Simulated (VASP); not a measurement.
Here is a VASP 6.6.1 calculation.

The input INCAR:

```
SYSTEM = Si7RuO16
PREC = Accurate
ENCUT = 520
EDIFF = 1E-6
ISMEAR = -1
SIGMA = 0.01
LREAL = .FALSE.
LASPH = .TRUE.
NELM = 200
ALGO = Normal
ISIF = 2
LWAVE = .FALSE.
LCHARG = .FALSE.
ISPIN = 2
MAGMOM = 0 0 0 0 0 0 0 0.46 0 0 0.08 0 0 0 0 0.08 0 0.08 0 0 0.08 0 0 0
LORBIT = 11
NUPDOWN = 1.0
LMAXMIX = 4
GGA = PE
NBANDS = 91
NELECT = 137.0
GGA_COMPAT = .FALSE.
```

Contents of KPOINTS:

```
regular mesh
0
G
  1 1 1
  0 0 0
```

POSCAR

```
Si7RuO16
1.0
    0.0000000000      5.0813926894      7.0944098913
    5.0813926894      0.0000000000      7.0944098913
    5.0813926894      5.0813926894      0.0000000000
Si Ru O
7 1 16
Direct
    0.2494823111      0.2511657803      0.4481757960
    0.7497925886      0.7488459115      0.9492860223
    0.0574704993      0.6856805449      0.1383070607
    0.5858420043      0.1620870786      0.6112287623
    0.4128649871      0.8386957863      0.3587004505
    0.9414135004      0.3145268771      0.8814295426
   -0.0008917174      0.0003111892      0.3034334697
    0.4992760321      0.5008371878      0.8014402376
    0.0981835799      0.2304951231      0.6693521896
    0.5762588022      0.7446829108      0.1532609596
    0.4581101716      0.3379632915      0.7596765636
    0.9604925056      0.8555680479      0.2686948379
    0.4232560792      0.2548541463      0.4747632170
    0.9016624500      0.7691682051      0.9980384056
    0.2049822397      0.8546821818      0.4046713281
    0.7274202140      0.3284789314      0.9206476225
    0.0372902436      0.1450851083      0.0852494338
    0.5396051162      0.6643389654      0.5560880538
    0.3658140904      0.0551252342      0.3448573102
    0.8827820499      0.5371904288      0.8646353644
    0.2726931107      0.6704237715      0.9797031360
    0.7940514577      0.1457956466      0.4656663272
    0.1160653372      0.4629341569      0.2852188347
    0.6328496694      0.9457838473      0.7671740631
```

Potentials or basis: VASP PAW PBE potentials, release 64 (Si, Ru_pv, O).

Launch:

```sh
$ cat potpaw_PBE.64/Si/POTCAR potpaw_PBE.64/Ru_pv/POTCAR potpaw_PBE.64/O/POTCAR > POTCAR
$ mpirun -np 1 vasp_gam > vasp.out
```

Q: Estimate the largest force.

A: 0.060 eV/Å.

Forces in eV/Å, atoms in the order of the input:
```
Si  -0.021 -0.021  0.008
Si  -0.019 -0.011  0.019
Si   0.020 -0.031 -0.011
Si  -0.015 -0.025  0.008
Si  -0.022 -0.028  0.000
Si  -0.043  0.022  0.009
Si   0.021  0.018 -0.007
Ru   0.049  0.034 -0.010
O    0.013 -0.003  0.004
O    0.021  0.004  0.000
O   -0.021 -0.015  0.021
O   -0.009 -0.008  0.010
O   -0.005  0.007 -0.001
O   -0.006  0.016 -0.009
O   -0.001  0.000  0.027
O    0.025  0.020  0.006
O   -0.008 -0.010 -0.003
O   -0.018  0.002 -0.032
O    0.035 -0.006 -0.001
O    0.022 -0.016  0.002
O    0.003  0.002  0.000
O   -0.022 -0.009 -0.038
O    0.010  0.031 -0.006
O   -0.008  0.026  0.005
```

Caveat: the k points lie up to 0.98 Å⁻¹ apart, too coarse for converged energies, forces and pressures; the cell carries a net charge on a neutralising background, which shifts energy and pressure; the total moment is fixed, so each spin has its own Fermi level and the state may be an excited one.
